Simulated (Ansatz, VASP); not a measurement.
## Two plane-wave programs on Ag

```
CELL_PARAMETERS angstrom
-1.65565 1.65565 1.65565
1.65565 -1.65565 1.65565
1.65565 1.65565 -1.65565
ATOMIC_POSITIONS crystal
Ag 0.00000 0.00000 0.00000
```

Alike in both runs: task relaxation of cell and atoms; functional PBEsol; k mesh 8 × 8 × 8; occupations gaussian, width 0.1 eV; no spin polarisation.

|  | VASP | Ansatz |
| --- | --- | --- |
| version | VASP 6.6.1 | Ansatz 0.2.0 |
| potentials or method | VASP PAW PBE potentials, release 64 (Ag), cutoff 600 eV | scalar-relativistic, plane waves, PAW |
| valence electrons in the cell | 11 | 19 |

```tsv
	VASP	Ansatz	Ansatz less VASP
gap on the k mesh at the Fermi level, each at its own relaxed structure (eV)	none	none	-
relaxed volume (Å³/atom)	16.74	16.78	+0.032
relaxed cell length with the largest relative difference (Å)	2.791	2.793	+0.0018
```

VASP's potentials were made for PBE, not for PBEsol. A gap of «none» marks a metal or a gap that the smearing closes. VASP's potentials hold 11 valence electrons a cell and Ansatz's 19, so a difference there can come from the potentials and not from the codes.
